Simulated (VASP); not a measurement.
# Au (Im-3m) in VASP: notebook, part 2 of 2

VASP 6.6.1.

## 3. Relaxation of cell and atoms, PBE0

POSCAR reads:

```
Au
1.0
   -1.6572690000      1.6572690000      1.6572690000
    1.6572690000     -1.6572690000      1.6572690000
    1.6572690000      1.6572690000     -1.6572690000
Au
1
Direct
    0.0000000000      0.0000000000      0.0000000000
```

INCAR.step1 reads:

```
ALGO = Normal ; EDIFF = 1E-5
ENCUT = 600 ; GGA = PE
ISMEAR = -1 ; LASPH = T
LCHARG = F ; LREAL = F
LWAVE = T ; NBANDS = 12
NELM = 60 ; PREC = Accurate
SIGMA = 0.05
```

INCAR.step2 reads:

```
AEXX = 0.25 ; ALGO = Normal
EDIFF = 1E-6 ; EDIFFG = -0.01
ENCUT = 600 ; GGA = PE
IBRION = 2 ; ISIF = 3
ISMEAR = -1 ; ISTART = 1
LASPH = T ; LCHARG = F
LHFCALC = T ; LREAL = F
LWAVE = F ; NELM = 60
NSW = 60 ; PREC = Accurate
PRECFOCK = Normal ; SIGMA = 0.05
```

KPOINTS reads:

```
k-points
0
Gamma
  6 6 6
```

Potentials or basis: VASP PAW PBE potentials, release 64 (Au).

Started as:

```sh
$ cat potpaw_PBE.64/Au/POTCAR > POTCAR
$ cp INCAR.step1 INCAR
$ mpirun -np 1 vasp_std > vasp.out
$ cp INCAR.step2 INCAR
$ mpirun -np 1 vasp_std > vasp.out
```

OUTCAR:

```text
AEXX = 0.25
   EDIFF = 1E-6
   EDIFFG = -0.01
   ENCUT = 600
   GGA = PE
   IBRION = 2
   ISIF = 3
   ISMEAR = -1
   ISTART = 1
   LASPH = T
   LHFCALC = T
   LREAL = F
   NELM = 60
   NSW = 60
   PREC = Accurate
   PRECFOCK = Normal

 ion  position               nearest neighbor table
   1  0.000  0.000  0.000-

  LATTYP: Found a body centered cubic cell.
 ALAT       =     3.3145380000

  Lattice vectors:

 A1 = (  -1.6572690000,   1.6572690000,   1.6572690000)
 A2 = (   1.6572690000,  -1.6572690000,   1.6572690000)
 A3 = (   1.6572690000,   1.6572690000,  -1.6572690000)

Analysis of symmetry for initial positions (statically):
=====================================================================
 Subroutine PRICEL returns:
 Original cell was already a primitive cell.

 Routine SETGRP: Setting up the symmetry group for a
 body centered cubic supercell.

 Subroutine GETGRP returns: Found 48 space group operations
 (whereof 48 operations were pure point group operations)
 out of a pool of 48 trial point group operations.

The static configuration has the point symmetry O_h .

Analysis of symmetry for dynamics (positions and initial velocities):
=====================================================================
 Subroutine PRICEL returns:
 Original cell was already a primitive cell.

 Routine SETGRP: Setting up the symmetry group for a
 body centered cubic supercell.

 Subroutine GETGRP returns: Found 48 space group operations
 (whereof 48 operations were pure point group operations)
 out of a pool of 48 trial point group operations.

The dynamic configuration has the point symmetry O_h .

 Subroutine INISYM returns: Found 48 space group operations
 (whereof 48 operations are pure point group operations),
 and found     1 'primitive' translations

----------------------------------------------------------------------------------------

                                     Primitive cell
[... 98 lines left out ...]
   IMIX   =      1    mixing-type and parameters
     AMIX     =   0.40;   BMIX     =  1.00
     AMIX_MAG =   1.60;   BMIX_MAG =  1.00
  volume/ion in A,a.u.               =      18.21       122.87
  Fermi-wavevector in a.u.,A,eV,Ry     =   1.383968  2.615320 26.060157  1.915367
  Thomas-Fermi vector in A             =   2.508516
   LORBIT       =      0    0 simple, 1 ext, 2 COOP (PROOUT), +10 PAW based schemes
   GGA     = PE    functional components
   LHFCALC =     T    Hartree Fock is set to
   PRECFOCK=normal    Normal, Fast or Accurate (Low or Medium for compatibility)
   ENCUT4O =  -1.0   cutoff for four orbital integrals eV
   NKREDX  =     1    reduce k-point grid by
   NKREDY  =     1    reduce k-point grid by
   NKREDZ  =     1    reduce k-point grid by
   AEXX    =    0.2500 exact exchange contribution
   HFSCREEN=    0.0000 screening length (either q_TF or 0.3 A-1)
   HFSCREENC=   0.0000 screening length for correlation (either q_TF or 0.3 A-1)
   ENCUTFOCK=  -1.0 apply spherical cutoff to Coloumb kernel
   IVDW    =     0    specifies the selected vdW correction
   LEPSILON=     F    determine dielectric tensor
   LRPA    =     F    only Hartree local field effects (RPA)
 conjugate gradient relaxation of ions
 non-spin polarized calculation
  energy-cutoff  :      600.00
  volume of cell :       18.21
 maximum number of plane-waves:       620
  NGX = 18; NGY = 18; NGZ = 18

--------------------------------------- Ionic step        1  -------------------------------------------

 number of electron      10.9999998 magnetization

 Free energy of the ion-electron system (eV)
  ---------------------------------------------------
  ext. energy  EPLUGINS =         0.00000000
  ---------------------------------------------------
  free energy    TOTEN  =        -3.47788753 eV

  energy without entropy =       -3.46715466  energy(sigma->0) =       -3.47252109

------------------------ aborting loop because EDIFF is reached ----------------------------------------

  FORCE on cell =-STRESS in cart. coord.  units (eV):
  Direction    XX          YY          ZZ          XY          YZ          ZX
  --------------------------------------------------------------------------------------
  -------------------------------------------------------------------------------------
  Total       -0.4834149     -0.4834149     -0.4834149      0.0000000      0.0000000      0.0000000
  in kB      -42.5394263    -42.5394263    -42.5394263      0.0000000      0.0000000      0.0000000
  external PRESSURE =     -42.5394263 kB  Pullay stress =       0.0000000 kB
[... 57 lines left out ...]
--------------------------------------- Ionic step        3  -------------------------------------------

 number of electron      11.0000001 magnetization

 Free energy of the ion-electron system (eV)
  ---------------------------------------------------
  ext. energy  EPLUGINS =         0.00000000
  ---------------------------------------------------
  free energy    TOTEN  =        -3.48552719 eV

  energy without entropy =       -3.47479852  energy(sigma->0) =       -3.48016286

 E-fermi :   9.0552     XC(G=0):  -9.8017

 val. band max:        8.6110768251   @ k =  -0.3333   0.3333   0.3333
 cond. band min:       9.1285523385   @ k =   0.3333   0.1667   0.0000
 fundamental gap:      0.5174755134
 Fermi energy:         9.0552415333

 k-point     1 :       0.0000    0.0000    0.0000
  band No.  band energies     occupation
      1      -2.2411      2.00000
      2       2.4326      2.00000
      3       2.4326      2.00000
      4       2.4326      2.00000
      5       4.2982      2.00000
      6       4.2982      2.00000
      7      26.6049      0.00000
      8      26.6049      0.00000
      9      26.6049      0.00000
[... 206 lines left out ...]
  FREE ENERGIE OF THE ION-ELECTRON SYSTEM (eV)
  ---------------------------------------------------
  free  energy   TOTEN  =        -3.4855271913 eV

  energy  without entropy=       -3.4747985231  energy(sigma->0) =       -3.48016286

 reached required accuracy - stopping structural energy minimisation
```

It took 35 min on 1 thread of Intel Xeon Platinum 8259CL at 2.50GHz (Skylake/Cascade Lake), shared host; peak memory 0.17 GiB.

Results:

```yaml
Free_energy: -3.4855 eV
Relaxed_volume: 17.65 Å³/atom
Relaxed_cell: a = 2.841 Å, b = 2.841 Å, c = 2.841 Å, α = 109.47°, β = 109.47°, γ = 109.47°
Space_group_after_relaxing_to_0.1_Å: Im-3m (No. 229)
Energy_gained_by_relaxing: 7.6 meV/atom
Ionic_steps: 3
Pressure_after_relaxing: 0.0 GPa
Band_gap_on_the_k_mesh: zero (an odd number of electrons rules out a gap without spin polarisation)
```

Step by step:
| step | energy change (eV) | largest force (eV/Å) | pressure (GPa) | volume (Å³) |
| --- | --- | --- | --- | --- |
| 1 | 0.0000 | 0.0000 | -4.25 | 18.21 |
| 2 | 0.0058 | 0.0000 | 6.58 | 16.96 |
| 3 | -0.0076 | 0.0000 | -0.03 | 17.65 |

Final structure:
```
CELL_PARAMETERS angstrom
-1.64028 1.64028 1.64028
1.64028 -1.64028 1.64028
1.64028 1.64028 -1.64028
ATOMIC_POSITIONS crystal
Au 0.00000 0.00000 0.00000
```

Levels at points of the mesh, in eV from the Fermi level:
```csv
k point,band 3,band 4,band 5,band 6,band 7,band 8,band 9
"(0.00, 0.00, 0.00)",-6.62,-6.62,-4.76,-4.76,17.55,17.55,17.55
"(0.50, 0.00, 0.00)",-4.85,-4.50,-2.94,-1.21,4.00,13.29,14.87
"(0.50, 0.50, 0.50)",-3.39,-3.39,-3.39,6.96,6.96,6.96,10.76
```

Caveat: the k points lie up to 0.45 Å⁻¹ apart in the final cell, too coarse for converged energies and pressures of a metal; the PAW data sets were made with another functional, which shifts forces and pressure a little; spin-orbit coupling is left out, which moves the levels of the heavy elements.

## 4. Relaxation of cell and atoms, PBEsol-based global hybrid with 25 % exact exchange

POSCAR is that of step 3.

INCAR.step1 reads:

```
SYSTEM = Au
PREC = Accurate ; ENCUT = 600
EDIFF = 1E-5 ; ISMEAR = -1
SIGMA = 0.05 ; LREAL = .FALSE.
LASPH = .TRUE. ; NELM = 80
ALGO = Normal ; LWAVE = .TRUE.
LCHARG = .FALSE. ; GGA = PE
NBANDS = 12
```

INCAR.step2 reads:

```
SYSTEM = Au
PREC = Accurate ; ENCUT = 600
EDIFF = 1E-7 ; ISMEAR = -1
SIGMA = 0.05 ; LREAL = .FALSE.
LASPH = .TRUE. ; NELM = 80
ALGO = Normal ; ISIF = 3
LWAVE = .FALSE. ; LCHARG = .FALSE.
GGA = PS ; LHFCALC = .TRUE.
AEXX = 0.25 ; PRECFOCK = Normal
IBRION = 2 ; NSW = 60
EDIFFG = -0.01 ; ISTART = 1
```

KPOINTS reads:

```
Automatic mesh
0
G
  6 6 6
  0 0 0
```

Started as:

```sh
$ cat potpaw_PBE.64/Au/POTCAR > POTCAR
$ cp INCAR.step1 INCAR
$ mpirun -np 1 vasp_std > vasp.out
$ cp INCAR.step2 INCAR
$ mpirun -np 1 vasp_std > vasp.out
```

Wall time 61 min (1 thread of Intel Xeon Platinum 8259CL at 2.50GHz (Skylake/Cascade Lake), shared host); peak memory 0.17 GiB.

It converged, with:

```yaml
Free_energy: -3.9864 eV
Relaxed_volume: 17.01 Å³/atom
Relaxed_cell: a = 2.806 Å, b = 2.806 Å, c = 2.806 Å, α = 109.47°, β = 109.47°, γ = 109.47°
Space_group_after_relaxing_to_0.1_Å: Im-3m (No. 229)
Energy_gained_by_relaxing: 39.4 meV/atom
Ionic_steps: 4
Pressure_after_relaxing: -0.1 GPa
Band_gap_on_the_k_mesh: zero (an odd number of electrons rules out a gap without spin polarisation)
```

Step by step:
| step | energy change (eV) | largest force (eV/Å) | pressure (GPa) | volume (Å³) |
| --- | --- | --- | --- | --- |
| 1 | 0.0000 | 0.0000 | -9.70 | 18.21 |
| 2 | 0.0549 | 0.0000 | 21.72 | 15.45 |
| 3 | -0.0394 | 0.0000 | -0.29 | 17.03 |
| 4 | -0.0394 | 0.0000 | -0.06 | 17.01 |

Final structure:
```yaml
crystal:
  lattice:
    - [-1.62003, 1.62003, 1.62003]
    - [1.62003, -1.62003, 1.62003]
    - [1.62003, 1.62003, -1.62003]
  atoms:
    - { symbol: Au, position: [0.00000, 0.00000, 0.00000] }
```

Levels at points of the mesh, in eV from the Fermi level:
| k point | band 2 | band 3 | band 4 | band 5 | band 6 | band 7 | band 8 | band 9 |
| --- | --- | --- | --- | --- | --- | --- | --- | --- |
| (0.00, 0.00, 0.00) | -6.85 | -6.85 | -6.85 | -4.85 | -4.85 | 17.56 | 17.56 | 17.56 |
| (0.50, 0.00, 0.00) | -8.02 | -4.95 | -4.57 | -2.91 | -1.45 | 4.19 | 13.30 | 15.09 |
| (0.50, 0.50, 0.50) | -9.01 | -3.39 | -3.39 | -3.39 | 6.94 | 6.94 | 6.94 | 11.16 |

Caveat: the k points lie up to 0.46 Å⁻¹ apart in the final cell, too coarse for converged energies and pressures of a metal; the PAW data sets were made with another functional, which shifts forces and pressure a little; spin-orbit coupling is left out, which moves the levels of the heavy elements.

## 5. Relaxation of cell and atoms, B3LYP

POSCAR is that of step 4.

INCAR.step1 reads:

```
SYSTEM = Au
  PREC = Accurate
  ENCUT = 600
  EDIFF = 1E-5
  ISMEAR = -1
  SIGMA = 0.05
  LREAL = .FALSE.
  LASPH = .TRUE.
  NELM = 80
  ALGO = Normal
  LWAVE = .TRUE.
  LCHARG = .FALSE.
  GGA = PE
  NBANDS = 12
```

INCAR.step2 reads:

```
SYSTEM = Au
  PREC = Accurate
  ENCUT = 600
  EDIFF = 1E-7
  ISMEAR = -1
  SIGMA = 0.05
  LREAL = .FALSE.
  LASPH = .TRUE.
  NELM = 80
  ALGO = Normal
  ISIF = 3
  LWAVE = .FALSE.
  LCHARG = .FALSE.
  GGA = B3
  LHFCALC = .TRUE.
  AEXX = 0.2
  AGGAX = 0.72
  AGGAC = 0.81
  ALDAC = 0.19
  PRECFOCK = Normal
  IBRION = 2
  NSW = 60
  EDIFFG = -0.01
  ISTART = 1
```

KPOINTS reads:

```
regular mesh
0
G
  6 6 6
  0 0 0
```

Started as:

```sh
$ cat potpaw_PBE.64/Au/POTCAR > POTCAR
$ cp INCAR.step1 INCAR
$ mpirun -np 1 vasp_std > vasp.out
$ cp INCAR.step2 INCAR
$ mpirun -np 1 vasp_std > vasp.out
```

Wall time 23 min (1 thread of AMD EPYC 9R45 (Zen 5), shared host); peak memory 0.14 GiB.

It converged, with:

- Free energy: -2.7388 eV
- Relaxed volume: 18.96 Å³/atom
- Relaxed cell: a = 2.909 Å, b = 2.909 Å, c = 2.909 Å, α = 109.47°, β = 109.47°, γ = 109.47°
- Space group after relaxing (to 0.1 Å): Im-3m (No. 229)
- Energy gained by relaxing: 11.5 meV/atom
- Ionic steps: 4
- Pressure after relaxing: -0.1 GPa
- Band gap on the k mesh: zero (an odd number of electrons rules out a gap without spin polarisation)

The path:
```tsv
step	energy change (eV)	largest force (eV/Å)	pressure (GPa)	volume (Å³)
1	0.0000	0.0000	5.20	18.21
2	0.0026	0.0000	-4.11	19.81
3	-0.0115	0.0000	0.29	18.90
4	-0.0115	0.0000	-0.05	18.96
```

Final structure:
```xyz
1
Lattice="-1.6798 1.6798 1.6798 1.6798 -1.6798 1.6798 1.6798 1.6798 -1.6798" Properties=species:S:1:pos:R:3 pbc="T T T"
Au    1.6798   -1.6798    1.6798
```

Levels at points of the mesh, in eV from the Fermi level:
```tsv
k point	band 2	band 3	band 4	band 5	band 6	band 7	band 8	band 9
(0.00, 0.00, 0.00)	-5.98	-5.98	-5.98	-4.31	-4.31	17.44	17.44	17.44
(0.50, 0.00, 0.00)	-6.92	-4.41	-4.11	-2.77	-0.60	3.35	13.14	13.99
(0.50, 0.50, 0.50)	-7.67	-3.15	-3.15	-3.15	6.75	6.75	6.75	9.41
```

Caveat: the k points lie up to 0.44 Å⁻¹ apart in the final cell, too coarse for converged energies and pressures of a metal; the PAW data sets were made with another functional, which shifts forces and pressure a little; spin-orbit coupling is left out, which moves the levels of the heavy elements.

## 6. Relaxation of cell and atoms, HSE06

POSCAR is that of step 5.

INCAR.step1 reads:

```
SYSTEM = Au
PREC = Accurate
ENCUT = 600
EDIFF = 1E-5
ISMEAR = -1
SIGMA = 0.05
LREAL = .False.
LASPH = .True.
NELM = 100
ALGO = Normal
LWAVE = .True.
LCHARG = .False.
GGA = PE
NBANDS = 12
```

INCAR.step2 reads:

```
SYSTEM = Au
PREC = Accurate
ENCUT = 600
EDIFF = 1E-6
ISMEAR = -1
SIGMA = 0.05
LREAL = .False.
LASPH = .True.
NELM = 100
ALGO = Normal
ISIF = 3
LWAVE = .False.
LCHARG = .False.
GGA = PE
LHFCALC = .True.
HFSCREEN = 0.2079
PRECFOCK = Normal
IBRION = 2
NSW = 60
EDIFFG = -0.01
ISTART = 1
```

KPOINTS reads:

```
Automatic mesh
0
Gamma
  6 6 6
  0 0 0
```

Potentials or basis: VASP PAW PBE potentials, release 64 (Au).

Started as:

```sh
$ cat potpaw_PBE.64/Au/POTCAR > POTCAR
$ cp INCAR.step1 INCAR
$ mpirun -np 1 vasp_std > vasp.out
$ cp INCAR.step2 INCAR
$ mpirun -np 1 vasp_std > vasp.out
```

Wall time 19 min (1 thread of AMD EPYC 9R45 (Zen 5), shared host); peak memory 0.23 GiB.

The run converged. Its results:

```
Free energy                           : -3.2871 eV
Relaxed volume                        : 17.69 Å³/atom
Relaxed cell                          : a = 2.843 Å, b = 2.843 Å, c = 2.843 Å, α = 109.47°, β = 109.47°, γ = 109.47°
Space group after relaxing (to 0.1 Å) : Im-3m (No. 229)
Energy gained by relaxing             : 6.5 meV/atom
Ionic steps                           : 3
Pressure after relaxing               : 0.0 GPa
Band gap on the k mesh                : zero (an odd number of electrons rules out a gap without spin polarisation)
```

Step by step:
| step | energy change (eV) | largest force (eV/Å) | pressure (GPa) | volume (Å³) |
| --- | --- | --- | --- | --- |
| 1 | 0.0000 | 0.0000 | -3.89 | 18.21 |
| 2 | 0.0038 | 0.0000 | 5.58 | 17.07 |
| 3 | -0.0065 | 0.0000 | -0.03 | 17.69 |

Final structure:
```yaml
crystal:
  lattice:
    - [-1.64138, 1.64138, 1.64138]
    - [1.64138, -1.64138, 1.64138]
    - [1.64138, 1.64138, -1.64138]
  atoms:
    - { symbol: Au, position: [0.00000, 0.00000, 0.00000] }
```

Levels at points of the mesh, in eV from the Fermi level:
```
           k point  band 3  band 4  band 5  band 6  band 7  band 8
(0.00, 0.00, 0.00)   -6.03   -6.03   -4.17   -4.17   17.33   17.33
(0.50, 0.00, 0.00)   -4.26   -3.92   -2.42   -0.74    3.76   13.07
(0.50, 0.50, 0.50)   -2.83   -2.83   -2.83    6.76    6.76    6.76
```

Caveat: the k points lie up to 0.45 Å⁻¹ apart in the final cell, too coarse for converged energies and pressures of a metal; the PAW data sets were made with another functional, which shifts forces and pressure a little; spin-orbit coupling is left out, which moves the levels of the heavy elements.

## 7. Overview

```csv
task,level,spin,cell,k mesh,cutoff (eV),share of exact exchange,screening parameter,gap on the mesh (eV),pressure (GPa),relaxed volume (Å³/atom)
single point,HSE06,"non-collinear, zero start, SOC",as given,5 × 5 × 5,520,0.25,0.2079 1/Å,-,-5.2,-
relaxation of cell and atoms,PBE0,off,relaxed,6 × 6 × 6,600,0.25,-,none,0.0,17.65
relaxation of cell and atoms,PBEsol-based global hybrid with 25 % exact exchange,off,relaxed,6 × 6 × 6,600,0.25,-,none,-0.1,17.01
relaxation of cell and atoms,B3LYP,off,relaxed,6 × 6 × 6,600,0.2,-,none,-0.1,18.96
relaxation of cell and atoms,HSE06,off,relaxed,6 × 6 × 6,600,0.25,0.2079 1/Å,none,0.0,17.69
```

Alike in all rows: potentials or basis VASP PAW PBE potentials, release 64 (Au); smearing fermi-dirac 0.05 eV.

Caveats: all runs use coarse meshes; the PAW data sets were made with another functional, which shifts forces and pressure a little; spin-orbit coupling is left out, which moves the levels of the heavy elements (at least some runs).

Total energies depend on the potentials used, so only differences within one code and one set of settings carry meaning.
